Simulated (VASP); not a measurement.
Crystal: SrCa3.

```xyz
4
Lattice="5.7168 0.0000 0.0000 0.0000 5.7168 0.0000 0.0000 0.0000 5.7168" Properties=species:S:1:pos:R:3 pbc="T T T"
Sr    0.0000    0.0000    0.0000
Ca    0.0000    2.8584    2.8584
Ca    2.8584    0.0000    2.8584
Ca    2.8584    2.8584    0.0000
```

```yaml
Program: VASP 6.6.1
Task: relaxation of cell and atoms
Functional: PBEsol
Potentials_or_basis: VASP PAW PBE potentials, release 64 (Sr_sv, Ca_sv)
Cutoff: 600 eV
k_mesh: 5 × 5 × 5
Occupations: gaussian, width 0.02 eV
Spin: no spin polarisation
```

At the start: pressure -1.1 GPa; volume 46.71 Å³/atom.

Task: How do energy, volume and symmetry change on relaxing?

Result: Over 3 steps the energy falls by 13.6 meV/atom and the volume is 43.22 Å³/atom (-7.5 %); space group Pm-3m (No. 221, to 0.1 Å) before and after.

Step by step:
| step | energy change (eV) | largest force (eV/Å) | pressure (GPa) | volume (Å³) |
| --- | --- | --- | --- | --- |
| 1 | 0.0000 | 0.0000 | -1.12 | 186.83 |
| 2 | -0.0452 | 0.0000 | -0.51 | 178.15 |
| 3 | -0.0545 | 0.0000 | -0.04 | 172.89 |

Final structure:
```
Sr Ca
1.0
     5.57088    0.00000    0.00000
     0.00000    5.57088    0.00000
     0.00000    0.00000    5.57088
Sr Ca
1 3
Cartesian
  0.0000 0.0000 0.0000
  0.0000 2.7854 2.7854
  2.7854 0.0000 2.7854
  2.7854 2.7854 0.0000
```

Caveat: the PAW data sets were made with another functional, which shifts forces and pressure a little.
